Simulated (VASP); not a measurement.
Crystal: B.

```
CELL_PARAMETERS angstrom
2.20349 0.00000 0.00000
-1.10175 1.90828 0.00000
0.00000 0.00000 7.10670
ATOMIC_POSITIONS crystal
B 0.00000 0.00000 0.00000
B 0.00000 0.00000 0.50000
B 0.33333 0.66667 0.75000
B 0.66667 0.33333 0.25000
```

This isn't the form of B at room conditions, which is rhombohedral.

| Quantity | Value |
| --- | --- |
| Program | VASP 6.6.1 |
| Task | relaxation of cell and atoms |
| Functional | PBE |
| Potentials or basis | VASP PAW PBE potentials, release 64 (B) |
| Cutoff | 600 eV |
| k mesh | 9 × 9 × 4 |
| Occupations | gaussian, width 0.1 eV |
| Spin | no spin polarisation |

At the start: pressure -37.6 GPa; volume 7.47 Å³/atom.

Task: How do energy, volume and symmetry change on relaxing?

Result: Over 19 steps the energy falls by 381.7 meV/atom and the volume is 6.46 Å³/atom (-13.5 %); space group P6_3/mmc (No. 194, to 0.1 Å) before and after.

The path:
| step | energy change (eV) | largest force (eV/Å) | pressure (GPa) | volume (Å³) |
| --- | --- | --- | --- | --- |
| 1 | 0.0000 | 0.0000 | -37.58 | 29.88 |
| 2 | -0.8663 | 0.0000 | 10.17 | 22.92 |
| 3 | -0.8877 | 0.0000 | 0.84 | 23.69 |
| 4 | -0.9337 | 0.0000 | 2.02 | 23.63 |
| 5 | -0.9355 | 0.0000 | 9.53 | 23.38 |
| 6 | -1.1770 | 0.0000 | 38.32 | 22.54 |
| 7 | -1.0517 | 0.0000 | 18.84 | 23.13 |
| 8 | -1.1843 | 0.0000 | 27.97 | 22.86 |
| 9 | -1.2085 | 0.0000 | 34.50 | 22.67 |
| 10 | -1.2149 | 0.0000 | 34.43 | 22.69 |
| 11 | -1.2285 | 0.0000 | 34.32 | 22.75 |
| 12 | -1.2302 | 0.0000 | 34.81 | 22.86 |
| 13 | -1.2332 | 0.0000 | 34.57 | 22.82 |
| 14 | -1.2474 | 0.0000 | 33.55 | 22.89 |
| 15 | -1.2877 | 0.0000 | 30.56 | 23.10 |
| 16 | -1.3581 | 0.0000 | 24.98 | 23.51 |
| 17 | -1.4610 | 0.0000 | 15.01 | 24.35 |
| 18 | -1.5249 | 0.0000 | -2.23 | 26.08 |
| 19 | -1.5267 | 0.0000 | -0.12 | 25.84 |

Final structure:
```cif
data_structure
_symmetry_space_group_name_H-M 'P 1'
_symmetry_Int_Tables_number 1
_cell_length_a 2.3398
_cell_length_b 2.3398
_cell_length_c 5.4501
_cell_angle_alpha 90.000
_cell_angle_beta 90.000
_cell_angle_gamma 120.000
_cell_volume 25.84
loop_
_atom_site_label
_atom_site_type_symbol
_atom_site_fract_x
_atom_site_fract_y
_atom_site_fract_z
_atom_site_occupancy
B1 B 0.00000 0.00000 0.00000 1
B2 B 0.00000 0.00000 0.50000 1
B3 B 0.33333 0.66667 0.75000 1
B4 B 0.66667 0.33333 0.25000 1
```

Caveat: the k points lie up to 0.34 Å⁻¹ apart in the final cell, too coarse for converged energies and pressures of a metal; a cell axis changed by over 15 % at a fixed basis, so the end point is rough.
